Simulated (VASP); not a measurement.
# HgW (Pm-3m) in VASP: further runs

Runs on HgW. Level: PBE. Tasks: single point, relaxation of cell and atoms.

Program: VASP 6.6.1. These are calculated values, not measurements. Logs are shortened: lines on timing, memory, paths and dates and some standing lists are left out, and cuts for length are marked.

## (1) The cell of the first run

Symmetry: Pm-3m, No. 221, cubic system. The conventional cell has a = 3.290 Å, b = 3.290 Å, c = 3.290 Å, α = 90.00°, β = 90.00°, γ = 90.00°. Hg (site symmetry m-3m) has 8 W at 2.85 Å and 6 Hg at 3.29 Å within 3.8 Å. Within 3.8 Å of W (site symmetry m-3m) lie 8 Hg at 2.85 Å and 6 W at 3.29 Å.

## (2) Single point, PBE

Contents of INCAR:

```
SYSTEM = HgW
PREC = Accurate ; ENCUT = 520
EDIFF = 1E-7 ; ISMEAR = 0
SIGMA = 0.1 ; LREAL = .False.
LASPH = .True. ; NELM = 60
ALGO = Normal ; ISIF = 2
LWAVE = .False. ; LCHARG = .False.
GGA = PE ; NBANDS = 20
```

Contents of KPOINTS:

```
Automatic mesh
0
Gamma
  16 16 16
  0 0 0
```

Contents of POSCAR:

```
HgW
1.0
    3.2903269334      0.0000000000      0.0000000000
    0.0000000000      3.2903269334      0.0000000000
    0.0000000000      0.0000000000      3.2903269334
Hg W
1 1
Direct
    0.0000000000      0.0000000000      0.0000000000
    0.5000000000      0.5000000000      0.5000000000
```

Potentials or basis: VASP PAW PBE potentials, release 64 (Hg, W_sv).

Started as:

```console
> cat potpaw_PBE.64/Hg/POTCAR potpaw_PBE.64/W_sv/POTCAR > POTCAR
> mpirun -np 1 vasp_std > vasp.out
```

OUTCAR:

```text
SYSTEM = HgW
   PREC = Accurate
   ENCUT = 520
   EDIFF = 1E-7
   ISMEAR = 0
   LREAL = .False.
   LASPH = .True.
   NELM = 60
   ISIF = 2
   GGA = PE

 ion  position               nearest neighbor table
   1  0.000  0.000  0.000-   2 2.85   2 2.85   2 2.85   2 2.85   2 2.85   2 2.85   2 2.85   2 2.85

   2  0.500  0.500  0.500-   1 2.85   1 2.85   1 2.85   1 2.85   1 2.85   1 2.85   1 2.85   1 2.85

  LATTYP: Found a simple cubic cell.
 ALAT       =     3.2903269334

  Lattice vectors:

 A1 = (   3.2903269334,   0.0000000000,   0.0000000000)
 A2 = (   0.0000000000,   3.2903269334,   0.0000000000)
 A3 = (   0.0000000000,   0.0000000000,   3.2903269334)

Analysis of symmetry for initial positions (statically):
=====================================================================
 Subroutine PRICEL returns:
 Original cell was already a primitive cell.

 Routine SETGRP: Setting up the symmetry group for a
 simple cubic supercell.

 Subroutine GETGRP returns: Found 48 space group operations
 (whereof 48 operations were pure point group operations)
 out of a pool of 48 trial point group operations.

The static configuration has the point symmetry O_h .

Analysis of symmetry for dynamics (positions and initial velocities):
=====================================================================
 Subroutine PRICEL returns:
 Original cell was already a primitive cell.

 Routine SETGRP: Setting up the symmetry group for a
 simple cubic supercell.

 Subroutine GETGRP returns: Found 48 space group operations
 (whereof 48 operations were pure point group operations)
 out of a pool of 48 trial point group operations.

The dynamic configuration has the point symmetry O_h .

 Subroutine INISYM returns: Found 48 space group operations
 (whereof 48 operations are pure point group operations),
 and found     1 'primitive' translations

----------------------------------------------------------------------------------------

                                     Primitive cell

  volume of cell :      35.6219

  direct lattice vectors                    reciprocal lattice vectors
     3.290326933  0.000000000  0.000000000     0.303921167  0.000000000  0.000000000
     0.000000000  3.290326933  0.000000000     0.000000000  0.303921167  0.000000000
     0.000000000  0.000000000  3.290326933     0.000000000  0.000000000  0.303921167

  length of vectors
[... 78 lines left out ...]
   LSORBIT =      F    spin-orbit coupling
   LASPH  =      T    aspherical Exc in radial PAW
   ENCUT  =  520.0 eV  38.22 Ry    6.18 a.u.   6.12  6.12  6.12*2*pi/ulx,y,z
   NELM   =     60;   NELMIN=  2; NELMDL= -5     # of ELM steps
   EDIFF  = 0.1E-06   stopping-criterion for ELM
   LREAL  =      F    real-space projection
   EDIFFG = 0.1E-05   stopping-criterion for IOM
   NSW    =      0    number of steps for IOM
   IBRION =     -1    ionic relax: 0-MD 1-quasi-New 2-CG
   NFREE  =      0    steps in history (QN), initial steepest desc. (CG)
   ISIF   =      2    stress and relaxation
   ISYM   =      2    0-nonsym 1-usesym 2-fastsym
   POTIM  = 0.5000    time-step for ionic-motion
   TEBEG  =    0.0;   TEEND  =   0.0 temperature during run
   PSTRESS=    0.0 pullay stress
   NELECT =      26.0000    total number of electrons
   NUPDOWN=      -1.0000    fix difference up-down
   EMIN   =  10.00;   EMAX   =-10.00  energy-range for DOS
   EFERMI =   0.00;   METHOD = LEGACY
   ISMEAR =     0;   SIGMA  =   0.10  broadening in eV -4-tet -1-fermi 0-gaus
   EFERMI_NEDOS =   21; number of points for ismear=-14 and -15
   IALGO  =     38    algorithm
   IMIX   =      4    mixing-type and parameters
     AMIX     =   0.40;   BMIX     =  1.00
     AMIX_MAG =   1.60;   BMIX_MAG =  1.00
  volume/ion in A,a.u.               =      17.81       120.19
  Fermi-wavevector in a.u.,A,eV,Ry     =   1.473987  2.785431 29.560518  2.172637
  Thomas-Fermi vector in A             =   2.588813
   LORBIT       =      0    0 simple, 1 ext, 2 COOP (PROOUT), +10 PAW based schemes
   GGA     = PE    functional components
   LHFCALC =     F    Hartree Fock is set to
   AEXX    =    0.0000 exact exchange contribution
   IVDW    =     0    specifies the selected vdW correction
   LEPSILON=     F    determine dielectric tensor
   LRPA    =     F    only Hartree local field effects (RPA)
 non-spin polarized calculation
 Gauss-broadening in eV      SIGMA  =   0.10
  energy-cutoff  :      520.00
  volume of cell :       35.62
 maximum number of plane-waves:       976
   NGX = 13   NGY = 13   NGZ = 13

 number of electron      26.0000003 magnetization

 Free energy of the ion-electron system (eV)
  ---------------------------------------------------
  ext. energy  EPLUGINS =         0.00000000
  ---------------------------------------------------
  free energy    TOTEN  =       -10.68268738 eV

  energy without entropy =      -10.67402240  energy(sigma->0) =      -10.67835489

 E-fermi :   7.5343     XC(G=0): -12.7663

 val. band max:        7.5221095432   @ k =   0.3750   0.1875   0.0625
 cond. band min:       7.5379497537   @ k =   0.2500   0.0625   0.0000
 fundamental gap:      0.0158402105
 Fermi energy:         7.5343206082

 k-point     1 :       0.0000    0.0000    0.0000
  band No.  band energies     occupation
      1     -66.7043      2.00000
      2     -30.8176      2.00000
      3     -30.8176      2.00000
      4     -30.8176      2.00000
      5      -2.9091      2.00000
      6      -1.2293      2.00000
[... 541 lines left out ...]
     19      19.4831      0.00000
     20      21.0633      0.00000

 [... further k-points ...]

------------------------ aborting loop because EDIFF is reached ----------------------------------------

  FORCE on cell =-STRESS in cart. coord.  units (eV):
  Direction    XX          YY          ZZ          XY          YZ          ZX
  --------------------------------------------------------------------------------------
  -------------------------------------------------------------------------------------
  Total        0.2992591      0.2992591      0.2992591     -0.0000000      0.0000000     -0.0000000
  in kB       13.4598661     13.4598661     13.4598661     -0.0000000      0.0000000     -0.0000000
  external PRESSURE =      13.4598661 kB  Pullay stress =       0.0000000 kB

 VOLUME and BASIS-vectors are now :
 -----------------------------------------------------------------------------
  energy-cutoff  :      520.00
  volume of cell :       35.62
      direct lattice vectors                 reciprocal lattice vectors
     3.290326933  0.000000000  0.000000000     0.303921167  0.000000000  0.000000000
     0.000000000  3.290326933  0.000000000     0.000000000  0.303921167  0.000000000
     0.000000000  0.000000000  3.290326933     0.000000000  0.000000000  0.303921167

 POSITION                                       TOTAL-FORCE (eV/Angst)
 -----------------------------------------------------------------------------------
      0.00000      0.00000      0.00000         0.000000      0.000000      0.000000
      1.64516      1.64516      1.64516         0.000000      0.000000      0.000000
 -----------------------------------------------------------------------------------
    total drift:                                0.000000      0.000000     -0.000000

  FREE ENERGIE OF THE ION-ELECTRON SYSTEM (eV)
  ---------------------------------------------------
  free  energy   TOTEN  =       -10.6826873837 eV

  energy  without entropy=      -10.6740224037  energy(sigma->0) =      -10.67835489
```

Wall time 31 s (1 thread of AMD EPYC 9R45 (Zen 5), shared host); peak memory 0.2 GiB.

What came out:

```
Free energy            : -10.6827 eV
Pressure               : 1.3 GPa
Band gap on the k mesh : zero (bands 13 and 14 overlap by 2.65 eV)
```

Caveat: spin-orbit coupling is left out, which moves the levels of the heavy elements.

## (3) Relaxation of cell and atoms, PBE

Contents of INCAR:

```
SYSTEM = HgW
PREC = Accurate
ENCUT = 600
EDIFF = 1E-7
ISMEAR = 0
SIGMA = 0.1
LREAL = .False.
LASPH = .True.
NELM = 100
ALGO = Fast
ISIF = 3
LWAVE = .False.
LCHARG = .False.
GGA = PE
IBRION = 2
NSW = 100
EDIFFG = -0.01
```

KPOINTS is that of step 2.

Contents of POSCAR:

```
HgW
1.0
    3.2908653831      0.0000000000      0.0000000000
    0.0000000000      3.2908653831      0.0000000000
    0.0000000000      0.0000000000      3.2908653831
Hg W
1 1
Direct
    0.0000000000      0.0000000000      0.0000000000
    0.5000000000      0.5000000000      0.5000000000
```

Potentials or basis: VASP PAW PBE potentials, release 64 (Hg, W_sv).

Started as:

```console
> cat potpaw_PBE.64/Hg/POTCAR potpaw_PBE.64/W_sv/POTCAR > POTCAR
> mpirun -np 1 vasp_std > vasp.out
```

Run time: 2.2 min. Hardware: 1 thread of AMD EPYC 9R45 (Zen 5), shared host; peak memory 0.24 GiB.

It converged, with:

```yaml
Free_energy: -10.6840 eV
Relaxed_volume: 17.94 Å³/atom
Relaxed_cell: a = 3.298 Å, b = 3.298 Å, c = 3.298 Å, α = 90.00°, β = 90.00°, γ = 90.00°
Space_group_after_relaxing_to_0.1_Å: Pm-3m (No. 221)
Energy_gained_by_relaxing: 0.5 meV/atom
Ionic_steps: 3
Pressure_after_relaxing: 0.0 GPa
Band_gap_on_the_k_mesh: zero (bands 13 and 14 overlap by 2.62 eV)
```

Step by step:
```csv
step,energy change (eV),largest force (eV/Å),pressure (GPa),volume (Å³)
1,0.0000,0.0000,1.34,35.64
2,0.0033,0.0000,-2.57,36.41
3,-0.0010,0.0000,0.01,35.89
```

Final structure:
```
Hg W
1.0
     3.29847    0.00000    0.00000
     0.00000    3.29847    0.00000
     0.00000    0.00000    3.29847
Hg W
1 1
Direct
  0.00000 0.00000 0.00000
  0.50000 0.50000 0.50000
```

Levels at points of the mesh, in eV from the Fermi level:
```
           k point  band 10  band 11  band 12  band 13  band 14  band 15  band 16  band 17
(0.00, 0.00, 0.00)    -7.44    -1.30    -1.30     1.81     1.81     1.81     5.50     5.50
(0.50, 0.00, 0.00)    -5.89    -5.03    -2.17    -0.81    -0.81     1.28     2.77    11.21
(0.50, 0.50, 0.00)    -4.74    -1.20    -1.20    -0.85     1.30     1.30     2.61     5.25
(0.50, 0.50, 0.50)    -3.62    -3.62    -3.62    -0.15     2.73     2.73     5.83     6.24
```

Caveat: spin-orbit coupling is left out, which moves the levels of the heavy elements.
